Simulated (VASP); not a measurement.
# Ge (Fd-3m) in VASP: notebook, part 3 of 3

VASP 6.6.1.

### 5 Electric field gradients, LDA (23.99 Å³/atom)

This run uses another cell than the first one, of 23.99 Å³/atom.

INCAR reads:

```
SYSTEM = Ge
PREC = Accurate
ENCUT = 520
EDIFF = 1E-8
ISMEAR = -1
SIGMA = 0.05
LREAL = .FALSE.
LASPH = .TRUE.
NELM = 80
ALGO = Normal
ISIF = 2
LWAVE = .FALSE.
LCHARG = .FALSE.
GGA = CA
LEFG = .TRUE.
NBANDS = 21
```

KPOINTS reads:

```
Automatic mesh
0
G
  10 10 10
  0 0 0
```

POSCAR reads:

```
Ge
1.0
    0.0000000000      2.8842501637      2.8842501637
    2.8842501637      0.0000000000      2.8842501637
    2.8842501637      2.8842501637      0.0000000000
Ge
2
Direct
    0.5000000000      0.5000000000      0.5000000000
    0.7500000000      0.7500000000      0.7500000000
```

Potentials or basis: VASP PAW LDA potentials, release 64 (Ge_d).

Launch:

```
> cat potpaw_LDA.64/Ge_d/POTCAR > POTCAR
> mpirun -np 1 vasp_std > vasp.out
```

OUTCAR:

```text
SYSTEM = Ge
   PREC = Accurate
   ENCUT = 520
   EDIFF = 1E-8
   ISMEAR = -1
   LREAL = .FALSE.
   LASPH = .TRUE.
   NELM = 80
   ISIF = 2
   GGA = CA

 ion  position               nearest neighbor table
   1  0.500  0.500  0.500-   2 2.50   2 2.50   2 2.50   2 2.50
   2  0.750  0.750  0.750-   1 2.50   1 2.50   1 2.50   1 2.50

  LATTYP: Found a face centered cubic cell.
 ALAT       =     5.7685003274

  Lattice vectors:

 A1 = (   0.0000000000,   2.8842501637,   2.8842501637)
 A2 = (   2.8842501637,   0.0000000000,   2.8842501637)
 A3 = (   2.8842501637,   2.8842501637,   0.0000000000)

Analysis of symmetry for initial positions (statically):
=====================================================================
 Subroutine PRICEL returns:
 Original cell was already a primitive cell.

 Routine SETGRP: Setting up the symmetry group for a
 face centered cubic supercell.

 Subroutine GETGRP returns: Found 48 space group operations
 (whereof 24 operations were pure point group operations)
 out of a pool of 48 trial point group operations.

The static configuration has the point symmetry T_d .
 The point group associated with its full space group is O_h .

Analysis of symmetry for dynamics (positions and initial velocities):
=====================================================================
 Subroutine PRICEL returns:
 Original cell was already a primitive cell.

 Routine SETGRP: Setting up the symmetry group for a
 face centered cubic supercell.

 Subroutine GETGRP returns: Found 48 space group operations
 (whereof 24 operations were pure point group operations)
 out of a pool of 48 trial point group operations.

The dynamic configuration has the point symmetry T_d .
 The point group associated with its full space group is O_h .

 Subroutine INISYM returns: Found 48 space group operations
 (whereof 24 operations are pure point group operations),
 and found     1 'primitive' translations

----------------------------------------------------------------------------------------

                                     Primitive cell

  volume of cell :      47.9876

  direct lattice vectors                    reciprocal lattice vectors
     0.000000000  2.884250164  2.884250164    -0.173355282  0.173355282  0.173355282
     2.884250164  0.000000000  2.884250164     0.173355282 -0.173355282  0.173355282
     2.884250164  2.884250164  0.000000000     0.173355282  0.173355282 -0.173355282

  length of vectors
     4.078945699  4.078945699  4.078945699     0.300260156  0.300260156  0.300260156

  position of ions in fractional coordinates (direct lattice)
     0.500000000  0.500000000  0.500000000
     0.750000000  0.750000000  0.750000000

  ion indices of the primitive-cell ions
   primitive index   ion index
                 1           1
                 2           2

----------------------------------------------------------------------------------------

[... 68 lines left out ...]
   NELM   =     80;   NELMIN=  2; NELMDL= -5     # of ELM steps
   EDIFF  = 0.1E-07   stopping-criterion for ELM
   LREAL  =      F    real-space projection
   EDIFFG = 0.1E-06   stopping-criterion for IOM
   NSW    =      0    number of steps for IOM
   IBRION =     -1    ionic relax: 0-MD 1-quasi-New 2-CG
   NFREE  =      0    steps in history (QN), initial steepest desc. (CG)
   ISIF   =      2    stress and relaxation
   ISYM   =      2    0-nonsym 1-usesym 2-fastsym
   POTIM  = 0.5000    time-step for ionic-motion
   TEBEG  =    0.0;   TEEND  =   0.0 temperature during run
   PSTRESS=    0.0 pullay stress
   NELECT =      28.0000    total number of electrons
   NUPDOWN=      -1.0000    fix difference up-down
   EMIN   =  10.00;   EMAX   =-10.00  energy-range for DOS
   EFERMI =   0.00;   METHOD = LEGACY
   ISMEAR =    -1;   SIGMA  =   0.05  broadening in eV -4-tet -1-fermi 0-gaus
   EFERMI_NEDOS =   21; number of points for ismear=-14 and -15
   IALGO  =     38    algorithm
   IMIX   =      4    mixing-type and parameters
     AMIX     =   0.40;   BMIX     =  1.00
     AMIX_MAG =   1.60;   BMIX_MAG =  1.00
  volume/ion in A,a.u.               =      23.99       161.92
  Fermi-wavevector in a.u.,A,eV,Ry     =   1.367995  2.585136 25.462092  1.871411
  Thomas-Fermi vector in A             =   2.493998
   LORBIT       =      0    0 simple, 1 ext, 2 COOP (PROOUT), +10 PAW based schemes
   GGA     = CA    functional components
   LHFCALC =     F    Hartree Fock is set to
   AEXX    =    0.0000 exact exchange contribution
   IVDW    =     0    specifies the selected vdW correction
   LEPSILON=     F    determine dielectric tensor
   LRPA    =     F    only Hartree local field effects (RPA)
 non-spin polarized calculation
  energy-cutoff  :      520.00
  volume of cell :       47.99
 maximum number of plane-waves:      1308
   NGX = 15   NGY = 15   NGZ = 15

 number of electron      27.9999977 magnetization

 Free energy of the ion-electron system (eV)
  ---------------------------------------------------
  ext. energy  EPLUGINS =         0.00000000
  ---------------------------------------------------
  free energy    TOTEN  =       -10.33705156 eV

  energy without entropy =      -10.33549102  energy(sigma->0) =      -10.33627129

 E-fermi :   4.0793     XC(G=0): -10.0180

 val. band max:        4.0689311004   @ k =   0.5000   0.0000   0.0000
 cond. band min:       4.1506674914   @ k =   0.4000   0.0000   0.0000
 fundamental gap:      0.0817363910
 Fermi energy:         4.0792973946

 k-point     1 :       0.0000    0.0000    0.0000
  band No.  band energies     occupation
      1     -20.6927      2.00000
      2     -20.6927      2.00000
      3     -20.6927      2.00000
      4     -20.6602      2.00000
      5     -20.6602      2.00000
      6     -20.4792      2.00000
[... 565 lines left out ...]
     20      15.2619      0.00000
     21      15.7106      0.00000

 [... further k-points ...]
[... 5 lines left out ...]
  --------------------------------------------------------------------------------------
  -------------------------------------------------------------------------------------
  Total       -1.3483621     -1.3483621     -1.3483621      0.0000000      0.0000000     -0.0000000
  in kB      -45.0182231    -45.0182231    -45.0182231      0.0000000      0.0000000     -0.0000000
  external PRESSURE =     -45.0182231 kB  Pullay stress =       0.0000000 kB

 VOLUME and BASIS-vectors are now :
 -----------------------------------------------------------------------------
  energy-cutoff  :      520.00
  volume of cell :       47.99
      direct lattice vectors                 reciprocal lattice vectors
     0.000000000  2.884250164  2.884250164    -0.173355282  0.173355282  0.173355282
     2.884250164  0.000000000  2.884250164     0.173355282 -0.173355282  0.173355282
     2.884250164  2.884250164  0.000000000     0.173355282  0.173355282 -0.173355282

 POSITION                                       TOTAL-FORCE (eV/Angst)
 -----------------------------------------------------------------------------------
      2.88425      2.88425      2.88425        -0.000000     -0.000000     -0.000000
      4.32638      4.32638      4.32638         0.000000      0.000000      0.000000
 -----------------------------------------------------------------------------------
    total drift:                                0.000000     -0.000000     -0.000000

  FREE ENERGIE OF THE ION-ELECTRON SYSTEM (eV)
  ---------------------------------------------------
  free  energy   TOTEN  =       -10.3370515588 eV

  energy  without entropy=      -10.3354910184  energy(sigma->0) =      -10.33627129

 Electric field gradients (V/A^2)
---------------------------------------------------------------------
 ion       V_xx      V_yy      V_zz      V_xy      V_xz      V_yz
---------------------------------------------------------------------
   1      -0.000     0.000     0.000     0.005     0.005     0.005
   2      -0.000     0.000     0.000     0.005     0.005     0.005
---------------------------------------------------------------------

 Electric field gradients after diagonalization (V/A^2)
 (convention: |V_zz| > |V_xx| > |V_yy|)
----------------------------------------------------------------------
 ion       V_xx      V_yy      V_zz     asymmetry (V_yy - V_xx)/ V_zz
----------------------------------------------------------------------
   1      -0.005    -0.005     0.009       0.000
   2      -0.005    -0.005     0.009       0.000
----------------------------------------------------------------------

           NMR quadrupolar parameters

 Cq : quadrupolar parameter    Cq=e*Q*V_zz/h
 eta: asymmetry parameters     (V_yy - V_xx)/ V_zz
 Q  : nuclear electric quadrupole moment in mb (millibarn)
----------------------------------------------------------------------
 ion       Cq(MHz)       eta       Q (mb)
----------------------------------------------------------------------
   1       0.000       0.000       1.000
   2       0.000       0.000       1.000
----------------------------------------------------------------------
```

stdout:

```text
POSCAR found type information on POSCAR Ge
 POSCAR found :  1 types and       2 ions
 scaLAPACK will be used
 LDA part: xc-table for (Slater(with rela. corr.)+CA(PZ))
 , standard interpolation
 POSCAR, INCAR and KPOINTS ok, starting setup
 FFT: planning ... GRIDC
 FFT: planning ... GRID_SOFT
 FFT: planning ... GRID
 WAVECAR not read
 entering main loop
ion   1

ion   2
```

Wall time 17 s (1 thread of Intel Xeon 6975P-C (Granite Rapids), shared host); peak memory 0.16 GiB.

What came out:

| Property | Result |
| --- | --- |
| Free energy | -10.3371 eV |
| Pressure | -4.5 GPa |
| Band gap on the k mesh | zero (bands 14 and 15 overlap by 0.10 eV) |
| Largest electric field gradient by atom | zero within the noise of the run |

Caveat: the cell stands under tension; semilocal functionals underestimate gaps, so a narrow gap can read as zero.

### 6 Summary

| cell | gap on the mesh (eV) | pressure (GPa) |
| --- | --- | --- |
| a = 4.014 Å, angles 60.0°, 2 atoms | none | -1.8 |
| a = 4.027 Å, angles 60.0°, 2 atoms | none | -2.4 |
| a = 4.079 Å, angles 60.0°, 2 atoms | none | -4.5 |

Alike in all rows: task electric field gradients; level LDA; potentials or basis VASP PAW LDA potentials, release 64 (Ge_d); no spin polarisation; k mesh 10 × 10 × 10; cutoff (eV) 520; smearing fermi-dirac 0.05 eV.

Caveats: semilocal functionals underestimate gaps, so a narrow gap can read as zero; the cell stands under tension (at least some runs).

Absolute energies hang on the potentials; compare differences alone.
